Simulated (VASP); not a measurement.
# Mg (Fm-3m) in VASP: further runs

Mg is run at these levels: revPBE; tasks: single point.

All numbers are computed with VASP 6.6.1; they aren't measurements. Logs are shortened: lines on timing, memory, paths and dates and some standing lists are left out, and cuts for length are marked.

### Step 1. The cell of the first run

It takes space group Fm-3m (No. 225, cubic). Conventional cell: a = 4.372 Å, b = 4.372 Å, c = 4.372 Å, α = 90.00°, β = 90.00°, γ = 90.00°. Within 4.1 Å of Mg (site symmetry m-3m) lie 12 Mg at 3.09 Å.

### Step 2. Single point, revPBE (volume scaled by 0.88)

INCAR reads:

```
PREC     = Accurate       # precision mode
ENCUT    = 520            # plane-wave cutoff, eV
EDIFF    = 1E-6           # SCF threshold, eV
ISMEAR   = -1             # smearing method
SIGMA    = 0.1            # smearing width, eV
LREAL    = False          # projectors in reciprocal space
LASPH    = True           # aspherical terms in the spheres
NELM     = 60             # most SCF steps
ALGO     = Normal         # electronic algorithm
ISIF     = 2              # what is computed and relaxed
LWAVE    = False          # write WAVECAR
LCHARG   = False          # write CHGCAR
GGA      = RE             # functional
NBANDS   = 7              # bands
```

KPOINTS reads:

```
regular mesh
0
Gamma
  13 13 13
```

POSCAR reads:

```
Mg
1.0
    0.0000000000      2.1862135273      2.1862135273
    2.1862135273      0.0000000000      2.1862135273
    2.1862135273      2.1862135273      0.0000000000
Mg
1
Direct
    0.0000000000      0.0000000000      0.0000000000
```

Potentials or basis: VASP PAW PBE potentials, release 64 (Mg).

Run with:

```
$ cat potpaw_PBE.64/Mg/POTCAR > POTCAR
$ mpirun -np 1 vasp_std > vasp.out
```

OUTCAR:

```text
PREC = Accurate
   ENCUT = 520
   EDIFF = 1E-6
   ISMEAR = -1
   LREAL = False
   LASPH = True
   NELM = 60
   ISIF = 2
   GGA = RE

 ion  position               nearest neighbor table
   1  0.000  0.000  0.000-

  LATTYP: Found a face centered cubic cell.
 ALAT       =     4.3724270546

  Lattice vectors:

 A1 = (   0.0000000000,   2.1862135273,   2.1862135273)
 A2 = (   2.1862135273,   0.0000000000,   2.1862135273)
 A3 = (   2.1862135273,   2.1862135273,   0.0000000000)

Analysis of symmetry for initial positions (statically):
=====================================================================
 Subroutine PRICEL returns:
 Original cell was already a primitive cell.

 Routine SETGRP: Setting up the symmetry group for a
 face centered cubic supercell.

 Subroutine GETGRP returns: Found 48 space group operations
 (whereof 48 operations were pure point group operations)
 out of a pool of 48 trial point group operations.

The static configuration has the point symmetry O_h .

Analysis of symmetry for dynamics (positions and initial velocities):
=====================================================================
 Subroutine PRICEL returns:
 Original cell was already a primitive cell.

 Routine SETGRP: Setting up the symmetry group for a
 face centered cubic supercell.

 Subroutine GETGRP returns: Found 48 space group operations
 (whereof 48 operations were pure point group operations)
 out of a pool of 48 trial point group operations.

The dynamic configuration has the point symmetry O_h .

 Subroutine INISYM returns: Found 48 space group operations
 (whereof 48 operations are pure point group operations),
 and found     1 'primitive' translations

----------------------------------------------------------------------------------------

                                     Primitive cell

  volume of cell :      20.8981

  direct lattice vectors                    reciprocal lattice vectors
     0.000000000  2.186213527  2.186213527    -0.228705931  0.228705931  0.228705931
     2.186213527  0.000000000  2.186213527     0.228705931 -0.228705931  0.228705931
     2.186213527  2.186213527  0.000000000     0.228705931  0.228705931 -0.228705931

  length of vectors
     3.091772821  3.091772821  3.091772821     0.396130292  0.396130292  0.396130292

  position of ions in fractional coordinates (direct lattice)
     0.000000000  0.000000000  0.000000000

  ion indices of the primitive-cell ions
   primitive index   ion index
                 1           1

----------------------------------------------------------------------------------------

 KPOINTS: regular mesh

Automatic generation of k-mesh.
 Grid dimensions read from file:
 generate k-points for:   13   13   13

 Generating k-lattice:

  Cartesian coordinates                     Fractional coordinates (reciprocal lattice)
    -0.017592764  0.017592764  0.017592764     0.076923077  0.000000000  0.000000000
     0.017592764 -0.017592764  0.017592764     0.000000000  0.076923077  0.000000000
     0.017592764  0.017592764 -0.017592764     0.000000000  0.000000000  0.076923077

  Length of vectors
     0.030471561  0.030471561  0.030471561

  Shift w.r.t. Gamma in fractional coordinates (k-lattice)
     0.000000000  0.000000000  0.000000000

 Subroutine IBZKPT returns following result:
 ===========================================

 Found     84 irreducible k-points:

 Following reciprocal coordinates:
            Coordinates               Weight
  0.000000  0.000000  0.000000      1.000000
  0.076923  0.000000  0.000000      8.000000
  0.153846  0.000000  0.000000      8.000000
  0.230769  0.000000  0.000000      8.000000
  0.307692  0.000000  0.000000      8.000000
  0.384615  0.000000  0.000000      8.000000
[... 16 lines left out ...]
  0.384615  0.153846  0.000000     24.000000
  0.461538  0.153846  0.000000     24.000000
 [... further k-points ...]
   k-points           NKPTS =     84   k-points in BZ     NKDIM =     84   number of bands    NBANDS=      7
   number of dos      NEDOS =    301   number of ions     NIONS =      1
   total plane-waves  NPLWV =  13824
   dimension x,y,z NGX =    24 NGY =   24 NGZ =   24
   dimension x,y,z NGXF=    48 NGYF=   48 NGZF=   48
   ions per type =               1
   NGX,Y,Z   is equivalent  to a cutoff of  12.90, 12.90, 12.90 a.u.
   NGXF,Y,Z  is equivalent  to a cutoff of  25.81, 25.81, 25.81 a.u.
 SYSTEM =  unknown system
   PREC   = accura    normal or accurate (medium, high low for compatibility)
   ISTART =      0    job   : 0-new  1-cont  2-samecut
   ICHARG =      2    charge: 1-file 2-atom 10-const
   ISPIN  =      1    spin polarized calculation?
   LNONCOLLINEAR =      F non collinear calculations
   LSORBIT =      F    spin-orbit coupling
   LASPH  =      T    aspherical Exc in radial PAW
   ENCUT  =  520.0 eV  38.22 Ry    6.18 a.u.   5.75  5.75  5.75*2*pi/ulx,y,z
   NELM   =     60;   NELMIN=  2; NELMDL= -5     # of ELM steps
   EDIFF  = 0.1E-05   stopping-criterion for ELM
   LREAL  =      F    real-space projection
   EDIFFG = 0.1E-04   stopping-criterion for IOM
   NSW    =      0    number of steps for IOM
   IBRION =     -1    ionic relax: 0-MD 1-quasi-New 2-CG
   NFREE  =      0    steps in history (QN), initial steepest desc. (CG)
   ISIF   =      2    stress and relaxation
   ISYM   =      2    0-nonsym 1-usesym 2-fastsym
   POTIM  = 0.5000    time-step for ionic-motion
   TEBEG  =    0.0;   TEEND  =   0.0 temperature during run
   PSTRESS=    0.0 pullay stress
   NELECT =       2.0000    total number of electrons
   NUPDOWN=      -1.0000    fix difference up-down
   EMIN   =  10.00;   EMAX   =-10.00  energy-range for DOS
   EFERMI =   0.00;   METHOD = LEGACY
   ISMEAR =    -1;   SIGMA  =   0.10  broadening in eV -4-tet -1-fermi 0-gaus
   EFERMI_NEDOS =   21; number of points for ismear=-14 and -15
   IALGO  =     38    algorithm
   IMIX   =      4    mixing-type and parameters
     AMIX     =   0.40;   BMIX     =  1.00
     AMIX_MAG =   1.60;   BMIX_MAG =  1.00
  volume/ion in A,a.u.               =      20.90       141.03
  Fermi-wavevector in a.u.,A,eV,Ry     =   0.748828  1.415080  7.629383  0.560744
  Thomas-Fermi vector in A             =   1.845207
   LORBIT       =      0    0 simple, 1 ext, 2 COOP (PROOUT), +10 PAW based schemes
   GGA     = RE    functional components
   LHFCALC =     F    Hartree Fock is set to
   AEXX    =    0.0000 exact exchange contribution
   IVDW    =     0    specifies the selected vdW correction
   LEPSILON=     F    determine dielectric tensor
   LRPA    =     F    only Hartree local field effects (RPA)
 non-spin polarized calculation
  energy-cutoff  :      520.00
  volume of cell :       20.90
 maximum number of plane-waves:       572
   NGX = 11   NGY = 11   NGZ = 11

 number of electron       2.0000000 magnetization

 Free energy of the ion-electron system (eV)
  ---------------------------------------------------
  ext. energy  EPLUGINS =         0.00000000
  ---------------------------------------------------
  free energy    TOTEN  =        -1.31337928 eV

  energy without entropy =       -1.29967969  energy(sigma->0) =       -1.30652949

 E-fermi :   3.2005     XC(G=0):  -8.7029

 val. band max:        3.1539072224   @ k =  -0.3077   0.3846   0.0769
 cond. band min:       3.3160897724   @ k =   0.4615   0.0769   0.0000
 fundamental gap:      0.1621825500
 Fermi energy:         3.2005060054

 k-point     1 :       0.0000    0.0000    0.0000
  band No.  band energies     occupation
      1      -4.1140      2.00000
      2      16.1987      0.00000
      3      16.1987      0.00000
      4      16.1987      0.00000
      5      18.5486      0.00000
      6      18.7003      0.00000
      7      18.7003      0.00000

 k-point     2 :       0.0769    0.0000    0.0000
  band No.  band energies     occupation
      1      -3.9739      2.00000
      2      14.2876      0.00000
      3      15.9497      0.00000
      4      15.9497      0.00000
      5      18.4304      0.00000
      6      19.1776      0.00000
      7      19.1776      0.00000

 k-point     3 :       0.1538    0.0000    0.0000
  band No.  band energies     occupation
      1      -3.5550      2.00000
      2      11.6326      0.00000
      3      15.5107      0.00000
      4      15.5107      0.00000
      5      17.9966      0.00000
      6      20.1608      0.00000
      7      20.1608      0.00000

 k-point     4 :       0.2308    0.0000    0.0000
  band No.  band energies     occupation
      1      -2.8613      2.00000
      2       9.0701      0.00000
      3      15.1574      0.00000
      4      15.1574      0.00000
      5      17.5951      0.00000
      6      18.9453      0.00000
      7      18.9453      0.00000

 k-point     5 :       0.3077    0.0000    0.0000
  band No.  band energies     occupation
      1      -1.8996      2.00000
      2       6.6877      0.00000
      3      14.9641      0.00000
      4      14.9641      0.00000
      5      17.3517      0.00000
      6      17.8139      0.00000
      7      17.8139      0.00000
[... 161 lines left out ...]
 k-point    22 :       0.3077    0.1538    0.0000
  band No.  band energies     occupation
      1      -2.0818      2.00000
      2       8.6348      0.00000
      3      12.8646      0.00000
      4      13.1453      0.00000
      5      14.5710      0.00000
      6      18.5041      0.00000
      7      21.6218      0.00000

 k-point    23 :       0.3846    0.1538    0.0000
  band No.  band energies     occupation
      1      -1.0390      2.00000
      2       6.3631      0.00000
      3      12.2854      0.00000
      4      12.7538      0.00000
      5      14.3181      0.00000
      6      20.1685      0.00000
      7      20.5673      0.00000

 k-point    24 :       0.4615    0.1538    0.0000
  band No.  band energies     occupation
      1       0.2531      2.00000
      2       4.2927      0.00004
      3      11.4904      0.00000
      4      12.8703      0.00000
      5      14.3788      0.00000
      6      19.6924      0.00000
      7      21.4931      0.00000

 [... further k-points ...]
[... 5 lines left out ...]
  --------------------------------------------------------------------------------------
  -------------------------------------------------------------------------------------
  Total        0.7033073      0.7033073      0.7033073     -0.0000000      0.0000000      0.0000000
  in kB       53.9197632     53.9197632     53.9197632     -0.0000000      0.0000000      0.0000000
  external PRESSURE =      53.9197632 kB  Pullay stress =       0.0000000 kB

 VOLUME and BASIS-vectors are now :
 -----------------------------------------------------------------------------
  energy-cutoff  :      520.00
  volume of cell :       20.90
      direct lattice vectors                 reciprocal lattice vectors
     0.000000000  2.186213527  2.186213527    -0.228705931  0.228705931  0.228705931
     2.186213527  0.000000000  2.186213527     0.228705931 -0.228705931  0.228705931
     2.186213527  2.186213527  0.000000000     0.228705931  0.228705931 -0.228705931

 POSITION                                       TOTAL-FORCE (eV/Angst)
 -----------------------------------------------------------------------------------
      0.00000      0.00000      0.00000         0.000000      0.000000     -0.000000
 -----------------------------------------------------------------------------------
    total drift:                                0.000000      0.000000     -0.000000

  FREE ENERGIE OF THE ION-ELECTRON SYSTEM (eV)
  ---------------------------------------------------
  free  energy   TOTEN  =        -1.3133792804 eV

  energy  without entropy=       -1.2996796917  energy(sigma->0) =       -1.30652949
```

It took 9.9 s on 1 thread of Intel Xeon 8259CL, shared host; peak memory 0.14 GiB.

Results:

```
Free energy            : -1.3134 eV
Pressure               : 5.4 GPa
Band gap on the k mesh : zero (band 1 reaches 4.04 eV, above the bottom of band 2 at 2.20 eV)
```

Caveat: the PAW data sets were made with another functional, which shifts forces and pressure a little.

### Step 3. Single point, revPBE (volume scaled by 0.92)

INCAR reads:

```
  ALGO = Normal
  EDIFF = 1E-6
  ENCUT = 520
  GGA = RE
  ISIF = 2
  ISMEAR = -1
  LASPH = T
  LCHARG = F
  LREAL = F
  LWAVE = F
  NBANDS = 7
  NELM = 60
  PREC = Accurate
  SIGMA = 0.1
```

KPOINTS reads:

```
k-points
0
Gamma
  13 13 13
```

POSCAR reads:

```
Mg
1.0
    0.0000000000      2.2188483913      2.2188483913
    2.2188483913      0.0000000000      2.2188483913
    2.2188483913      2.2188483913      0.0000000000
Mg
1
Direct
    0.0000000000      0.0000000000      0.0000000000
```

Potentials or basis: VASP PAW PBE potentials, release 64 (Mg).

Run with:

```
$ cat potpaw_PBE.64/Mg/POTCAR > POTCAR
$ mpirun -np 1 vasp_std > vasp.out
```

Wall time 9.6 s (1 thread of Intel Xeon 8259CL, shared host); peak memory 0.14 GiB.

Results (log left out):

```yaml
Free_energy: -1.3385 eV
Pressure: 3.2 GPa
Band_gap_on_the_k_mesh: zero (band 1 reaches 3.78 eV, above the bottom of band 2 at 1.95 eV)
```

Levels at points of the mesh, in eV from the Fermi level:
| k point | band 1 | band 2 | band 3 | band 4 |
| --- | --- | --- | --- | --- |
| (0.00, 0.00, 0.00) | -7.12 | 12.70 | 12.70 | 12.70 |

Caveat: the PAW data sets were made with another functional, which shifts forces and pressure a little.

[end of part 1 of 2]
